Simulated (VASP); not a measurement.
Wanted: the native input for a VASP 6.6.1 run.

```yaml
Task: single point
Functional: PBE
Potentials_or_basis: VASP PAW PBE potentials, release 64 (Gd)
Cutoff: 520 eV
k_mesh: 15 × 15 × 15
Occupations: fermi-dirac, width 0.08 eV
Spin: collinear spin, ferromagnetic start
Starting_moments: "[7.0] μB"
Dipole_correction: no
Further_INCAR_settings: ALGO = Normal; EDIFF = 1e-06; NBANDS = 19
```

The structure of Gd lies in POSCAR:

```
Gd
1.0
   -1.7836127432      1.7836127432      1.7836127432
    1.7836127432     -1.7836127432      1.7836127432
    1.7836127432      1.7836127432     -1.7836127432
Gd
1
Direct
    0.0000000000      0.0000000000      0.0000000000
```

This isn't the form of Gd at room conditions, which is hcp.

The input as run:

INCAR

```
SYSTEM = Gd
ALGO = Normal
EDIFF = 1E-6
ENCUT = 520
GGA = PE
ISIF = 2
ISMEAR = -1
ISPIN = 2
LASPH = .True.
LCHARG = .False.
LMAXMIX = 6
LORBIT = 11
LREAL = .False.
LWAVE = .False.
MAGMOM = 7
NBANDS = 19
NELM = 150
PREC = Accurate
SIGMA = 0.08
```

KPOINTS

```
k-points
0
Gamma
  15 15 15
  0 0 0
```

Potentials or basis: VASP PAW PBE potentials, release 64 (Gd).

Launch:

```bash
$ cat potpaw_PBE.64/Gd/POTCAR > POTCAR
$ mpirun -np 1 vasp_std > vasp.out
```

Results of the run:

```
Pressure                                              : 23.6 GPa
Net moment                                            : 7.53 μB per cell
Site moments                                          : Gd +7.01 μB
Valence electrons inside the program's atomic spheres : Gd 15.46
```

Caveat: the cell stands under pressure.

Run time: 6 min on 1 thread of Oxide Virtual Turin-like Processor, with other jobs on the host, peak memory 0.19 GiB.
